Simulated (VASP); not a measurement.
The system is AlN.

```
CELL_PARAMETERS angstrom
2.58546 0.00000 0.00000
0.00000 2.58546 0.00000
0.00000 0.00000 2.58546
ATOMIC_POSITIONS crystal
Al 0.00000 0.00000 0.00000
N 0.50000 0.50000 0.50000
```

Program: VASP 6.6.1. Alike in all runs: task single point; no spin polarisation; cell as given; cutoff (eV) 520. Hardware: 1 thread of Intel Xeon 6975P-C (shared host).

Task: Order these runs on this cell by their wall time, lowest first.
A. level r2SCAN; potentials or basis VASP PAW PBE potentials, release 64 (Al, N); k mesh 6 × 6 × 6; smearing methfessel-paxton 0.2 eV
B. level HSE06; potentials or basis VASP PAW PBE potentials, release 64 (Al, N); k mesh 4 × 4 × 4; smearing fermi-dirac 0.02 eV; grid for exact exchange (PRECFOCK) Normal; screening parameter 0.2079 1/Å
C. level LDA; potentials or basis VASP PAW LDA potentials, release 64 (Al, N); k mesh 6 × 6 × 6; smearing fermi-dirac 0.02 eV

Result: C (8.1 s), A (30 s), B (100 s).

Caveats: all runs use coarse meshes.
